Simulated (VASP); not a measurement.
Runs of VASP 6.6.1 on HfB. The structure is that of space group Fm-3m (No. 225), or close to it. The cells are those of the table. 

| task | level | potentials or basis | cell | k mesh | cutoff (eV) | smearing | gap on the mesh (eV) | pressure (GPa) |
| --- | --- | --- | --- | --- | --- | --- | --- | --- |
| single point | PBE | VASP PAW PBE potentials, release 64 (Hf_pv, B) | a = 3.267 Å, angles 60.0°, 2 atoms | 4 × 4 × 4 | 500 | gaussian 0.1 eV | none | 32.6 |
| single point | PBE | VASP PAW PBE potentials, release 64 (Hf_pv, B) | a = 3.267 Å, angles 60.0°, 2 atoms | 8 × 8 × 8 | 500 | fermi-dirac 0.0680285 eV | none | 30.8 |
| single point | PBE | VASP PAW PBE potentials, release 64 (Hf_pv, B) | a = 3.267 Å, angles 60.0°, 2 atoms | 6 × 6 × 6 | 520 | methfessel-paxton 0.0053 eV | none | 30.6 |
| single point | PBE | VASP PAW PBE potentials, release 64 (Hf_pv, B) | a = 3.267 Å, angles 60.0°, 2 atoms | 8 × 8 × 8 | 520 | gaussian 0.1 eV | none | 30.7 |
| electric field gradients | RPBE+D3(BJ) | VASP PAW PBE potentials, release 64 (Hf_pv, B) | a = 3.267 Å, angles 60.0°, 2 atoms | 2 × 2 × 2 | 420 | methfessel-paxton 0.08 eV | none | -3.4 |
| single point | PBE | VASP PAW PBE potentials, release 64 (Hf_pv, B) | a = 3.267 Å, angles 60.0°, 2 atoms | 4 × 4 × 4 | 520 | gaussian 0.28 eV | none | (b) |
| single point | PBE | VASP PAW PBE potentials, release 64 (Hf_pv, B) | a = 3.267 Å, angles 60.0°, 2 atoms | 8 × 8 × 8 | 500 | gaussian 0.096 eV | none | 30.7 |
| relaxation of shape and atoms at fixed volume | LDA | VASP PAW LDA potentials, release 64 (Hf_pv, B) | relaxed from a = 3.267 Å, angles 60.0°, 2 atoms | 2 × 2 × 2, shifted | 600 | gaussian 0.1 eV | none | 19.2 |
| single point | PBE | VASP PAW PBE potentials, release 64 (Hf_pv, B) | a = 3.433 Å, angles 60.0°, 2 atoms | 6 × 6 × 6 | 500 | tetrahedron | none | -1.3 |
| single point | PBE | VASP PAW PBE potentials, release 64 (Hf_pv, B) | a = 3.267 Å, angles 60.0°, 2 atoms | 3 × 3 × 3 | 500 | gaussian 0.1 eV | none | (a) |
| single point | PBE | VASP PAW PBE potentials, release 64 (Hf_pv, B) | a = 3.267 Å, angles 60.0°, 2 atoms | 4 × 4 × 4 | 520 | gaussian 0.1 eV | none | 32.6 |
| single point | PBE | VASP PAW PBE potentials, release 64 (Hf_pv, B) | a = 3.320 Å, angles 60.0°, 2 atoms | 6 × 6 × 6 | 500 | gaussian 0.1 eV | none | 18.0 |

Alike in all rows: no spin polarisation.

**Question.** Estimate the missing entries.

**Answer.** (a) 29.2; (b) 32.5.

Caveats: some runs use coarse meshes; spin-orbit coupling is left out, which moves the levels of the heavy elements; three body term missing (some runs); the PAW data sets were made with another functional, which shifts forces and pressure a little (some runs); pairwise dispersion overbinds metals, which lowers pressure and volume (some runs); the relaxation stopped at its first step, so nothing moved (some runs).

A k mesh can miss the band edges, and the runs leave out spin-orbit coupling on Hf.

A gap of «none» marks levels without a gap at the run's occupations.
